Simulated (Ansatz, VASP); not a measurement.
# Two plane-wave programs on MnS

Contents of INCAR:

```
  PREC = Accurate
  ENCUT = 520
  EDIFF = 1E-7
  ISMEAR = -1
  SIGMA = 0.05
  LREAL = False
  LASPH = True
  NELM = 150
  ALGO = Normal
  ISIF = 2
  LWAVE = False
  LCHARG = False
  ISPIN = 2
  MAGMOM = 4 0
  LORBIT = 11
  NUPDOWN = 4.0
  LMAXMIX = 4
  GGA = PE
  NBANDS = 20
```

Contents of KPOINTS:

```
Automatic mesh
0
Gamma
  8 8 8
```

File POSCAR:

```
MnS
1.0
    0.0000000000      2.4734634191      2.4734634191
    2.4734634191      0.0000000000      2.4734634191
    2.4734634191      2.4734634191      0.0000000000
Mn S
1 1
Direct
    0.0000000000      0.0000000000      0.0000000000
    0.7500000000      0.7500000000      0.7500000000
```

The input input.yaml:

```yaml
crystal:
  lattice:
    - [0.0, 2.4734634191, 2.4734634191]
    - [2.4734634191, 0.0, 2.4734634191]
    - [2.4734634191, 2.4734634191, 0.0]
  atoms:
    - { symbol: Mn, position: [0.0, 0.0, 0.0], spin: 4.0 }
    - { symbol: S, position: [0.75, 0.75, 0.75] }
hamiltonian:
  xc: pbe
  pseudopotentials: { kind: paw }
magnetization:
  spin_polarized: true
  initial_magnetization: 4.0
  spin_locking: { lock_magnetization: hard }
kpoints:
  mp_grid: { grid: [8, 8, 8] }
scf:
  occupations: { method: fermi_dirac, width: 0.05 }
  lower_state_search: "off"
output:
  forces: true
  stress: true
  eigenvalues: true
```

Alike in both runs: task single point; functional PBE; k mesh 8 × 8 × 8; occupations fermi-dirac, width 0.05 eV; collinear spin; fixed moment 4 μB.

```csv
,VASP,Ansatz
version,VASP 6.6.1,Ansatz 0.2.0
potentials or method,"VASP PAW PBE potentials, release 64 (Mn_pv, S)",Ansatz PAW
plane-wave cutoff (eV),520,420
valence electrons in the cell,19,21
```

VASP gave:

| Property | Result |
| --- | --- |
| net moment per atom (μB) | 2.00 |
| size of the moment on the site where the two differ most (μB) | 3.56 |

**Question.** What did Ansatz give for the same quantities?

**Answer.** net moment per atom (μB): 2.00; size of the moment on the site where the two differ most (μB): 3.20.

Site moments also hang on the region over which each program counts them. The functional is the same, so the differences come from potentials, cutoffs and numerics. VASP's potentials hold 19 valence electrons a cell and Ansatz's 21, so a difference there can come from the potentials and not from the codes.
